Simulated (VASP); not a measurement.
Write the native input for VASP 6.6.1 that does the following.

* Task: single point
* Functional: PBE
* Dispersion: D3(BJ)
* Potentials or basis: VASP PAW PBE potentials, release 64 (Al, Ti_sv, H)
* Cutoff: 520 eV
* k mesh: 6 × 6 × 1
* Occupations: gaussian, width 0.1 eV
* Spin: no spin polarisation
* Dipole correction: yes
* Further INCAR settings: ALGO = Normal; EDIFF = 1e-06; NBANDS = 32

The structure of Ti2Al6H lies in POSCAR:

```
Ti2Al6H
1.0
    5.0241861190      0.0000000000      0.0000000000
    2.1588814530      4.5367033218      0.0000000000
    0.0000000000      0.0000000000     21.2187109014
Al Ti H
6 2 1
Direct
    0.5000000000      0.0000000000      0.1885128658
    0.0000000000      0.5000000000      0.1885128658
    0.0000000000      0.0000000000      0.2517328341
    0.0000000000      0.5000000000      0.3193548961
    0.5000000000      0.0000000000      0.3193548961
    0.5000000000      0.5000000000      0.3826203646
    0.5000000000      0.5000000000      0.2517328341
    0.0000000000      0.0000000000      0.3797002555
    0.6666666667      0.8333333333      0.5145793706
```

One way to write it, as run:

INCAR

```
SYSTEM = Ti2Al6H
  PREC = Accurate
  ENCUT = 520
  EDIFF = 1E-6
  ISMEAR = 0
  SIGMA = 0.1
  LREAL = .False.
  LASPH = .True.
  NELM = 100
  ALGO = Normal
  ISIF = 2
  LWAVE = .False.
  LCHARG = .False.
  LDIPOL = .True.
  IDIPOL = 3
  DIPOL = 0.5 0.5 0.311
  GGA = PE
  IVDW = 12
  NBANDS = 32
```

KPOINTS

```
Automatic mesh
0
Gamma
  6 6 1
  0 0 0
```

Potentials or basis: VASP PAW PBE potentials, release 64 (Al, Ti_sv, H).

The run is started by

```bash
$ cat potpaw_PBE.64/Al/POTCAR potpaw_PBE.64/Ti_sv/POTCAR potpaw_PBE.64/H/POTCAR > POTCAR
$ mpirun -np 1 vasp_std > vasp.out
```

It gave:

* Largest force: 0.874 eV/Å
* Band gap on the k mesh: zero (an odd number of electrons rules out a gap without spin polarisation)
* Dispersion energy per atom: -0.226 eV

Wall time 5.1 min on 1 thread of AMD EPYC 9R45 96-Core Processor (Zen 5), with other jobs on the host, peak memory 0.66 GiB.
